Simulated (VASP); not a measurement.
LiF:

```
Li F
1.0
     2.47042    0.00000    0.00000
    -1.23521    2.13944    0.00000
     0.00000    0.00000    2.40512
Li F
1 1
Direct
  0.33333 0.66667 0.50000
  0.66667 0.33333 0.00000
```

| Item | Value |
| --- | --- |
| Program | VASP 6.6.1 |
| Task | relaxation of cell and atoms |
| Functional | PBE |
| Potentials or basis | VASP PAW PBE potentials, release 64 (Li_sv, F) |
| Cutoff | 600 eV |
| k mesh | 9 × 9 × 8 |
| Occupations | gaussian, width 0.1 eV |
| Spin | no spin polarisation |

At the start: pressure 38.6 GPa; volume 6.36 Å³/atom.

Question: How do energy, volume and symmetry change on relaxing?

Answer: Over 7 steps the energy falls by 225.1 meV/atom and the volume is 8.66 Å³/atom (+36.2 %); space group P-6m2 (No. 187, to 0.05 Å).

The path:
| step | energy change (eV) | largest force (eV/Å) | pressure (GPa) | volume (Å³) |
| --- | --- | --- | --- | --- |
| 1 | 0.0000 | 0.0000 | 38.63 | 12.71 |
| 2 | -0.4095 | 0.0000 | 7.73 | 15.74 |
| 3 | -0.4449 | 0.0000 | 1.31 | 16.90 |
| 4 | -0.4469 | 0.0000 | -0.34 | 17.26 |
| 5 | -0.4468 | 0.0000 | -0.80 | 17.36 |
| 6 | -0.4500 | 0.0000 | -0.55 | 17.32 |
| 7 | -0.4502 | 0.0000 | -0.48 | 17.31 |

Final structure:
```yaml
crystal:
  lattice:
    - [2.79060, 0.00000, 0.00000]
    - [-1.39530, 2.41673, 0.00000]
    - [0.00000, 0.00000, 2.56707]
  atoms:
    - { symbol: Li, position: [0.33333, 0.66667, 0.50000] }
    - { symbol: F, position: [0.66667, 0.33333, 0.00000] }
```

Caveat: the cutoff is under 1.25 times the usual one of these potentials, so pressure, stress and relaxed cells hold a basis-set (Pulay) error; the volume moved by over 15 % at a fixed basis, so the end points are rough.
